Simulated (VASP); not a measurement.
Set up this calculation in VASP 6.6.1, as the native input.

- Task: single point
- Functional: PBE
- Potentials or basis: VASP PAW PBE potentials, release 64 (Bi_d, Te)
- Cutoff: 520 eV
- k mesh: 14 × 14 × 14
- Occupations: gaussian, width 0.15 eV
- Spin: no spin polarisation
- Dipole correction: no
- Further INCAR settings: ALGO = Normal; EDIFF = 1e-07; NBANDS = 18

The structure of BiTe lies in POSCAR:

```
BiTe
1.0
    0.7885462640      3.6734716200      3.6734716200
    3.6734716200      0.7885462640      3.6734716200
    3.6734716200      3.6734716200      0.7885462640
Bi Te
1 1
Direct
    0.0000000000      0.0000000000      0.0000000000
    0.5000000000      0.5000000000      0.5000000000
```

This cell differs from its parent crystal: ratio of the length along [111] to the lengths across it x 1.41, volume and fractional coordinates fixed.

The input as run:

INCAR

```
SYSTEM = BiTe
PREC = Accurate
ENCUT = 520
EDIFF = 1E-7
ISMEAR = 0
SIGMA = 0.15
LREAL = .FALSE.
LASPH = .TRUE.
NELM = 80
ALGO = Normal
ISIF = 2
LWAVE = .FALSE.
LCHARG = .FALSE.
GGA = PE
NBANDS = 18
```

KPOINTS

```
regular mesh
0
G
  14 14 14
  0 0 0
```

Potentials or basis: VASP PAW PBE potentials, release 64 (Bi_d, Te).

Launch:

```sh
$ cat potpaw_PBE.64/Bi_d/POTCAR potpaw_PBE.64/Te/POTCAR > POTCAR
$ mpirun -np 1 vasp_std > vasp.out
```

Results of the run:

```yaml
Pressure: -2.1 GPa
Band_gap_on_the_k_mesh: zero (an odd number of electrons rules out a gap without spin polarisation)
```

Caveat: spin-orbit coupling is left out, which moves the levels of the heavy elements.

Wall time 17 min on 1 thread of Intel Xeon 8259CL, on a shared host, peak memory 0.47 GiB.
